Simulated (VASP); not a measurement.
Set up this calculation in VASP 6.6.1, as the native input.

```
Task                   : single point
Functional             : PBE
Potentials or basis    : VASP PAW PBE potentials, release 64 (Sn_d, H)
Cutoff                 : 520 eV
k mesh                 : 12 × 12 × 12
Occupations            : gaussian, width 0.1 eV
Spin                   : no spin polarisation
Dipole correction      : no
Further INCAR settings : ALGO = Normal; EDIFF = 1e-06; NBANDS = 30
```

The structure of Sn3H2 lies in POSCAR:

```
Sn3H2
1.0
    1.8521444398      1.0693360909      7.8533974522
   -1.8521444398      1.0693360909      7.8533974522
    0.0000000000     -2.1386721818      7.8533974522
Sn H
3 2
Direct
    0.0000000000      0.0000000000      0.0000000000
    0.2267864908      0.2267864908      0.2267864908
    0.7732135092      0.7732135092      0.7732135092
    0.4480442371      0.4480442371      0.4480442371
    0.5519557629      0.5519557629      0.5519557629
```

These files were run (other wordings do the same):

INCAR

```
SYSTEM = Sn3H2
PREC     = Accurate       ! precision mode
ENCUT    = 520            ! plane-wave cutoff, eV
EDIFF    = 1E-6           ! SCF threshold, eV
ISMEAR   = 0              ! smearing method
SIGMA    = 0.1            ! smearing width, eV
LREAL    = .False.        ! projectors in reciprocal space
LASPH    = .True.         ! aspherical terms in the spheres
NELM     = 80             ! most SCF steps
ALGO     = Normal         ! electronic algorithm
ISIF     = 2              ! what is computed and relaxed
LWAVE    = .False.        ! write WAVECAR
LCHARG   = .False.        ! write CHGCAR
GGA      = PE             ! functional
NBANDS   = 30             ! bands
```

KPOINTS

```
regular mesh
0
Gamma
  12 12 12
  0 0 0
```

Potentials or basis: VASP PAW PBE potentials, release 64 (Sn_d, H).

Command:

```bash
$ cat potpaw_PBE.64/Sn_d/POTCAR potpaw_PBE.64/H/POTCAR > POTCAR
$ mpirun -np 1 vasp_std > vasp.out
```

Results of the run:

```yaml
Pressure: 0.0 GPa
Band_gap_on_the_k_mesh: zero (bands 22 and 23 overlap by 5.35 eV)
```

Caveat: spin-orbit coupling is left out, which moves the levels of the heavy elements.

Run time: 21 min on 1 thread of AMD EPYC 9R45 (Zen 5), with other jobs on the host, peak memory 0.77 GiB.
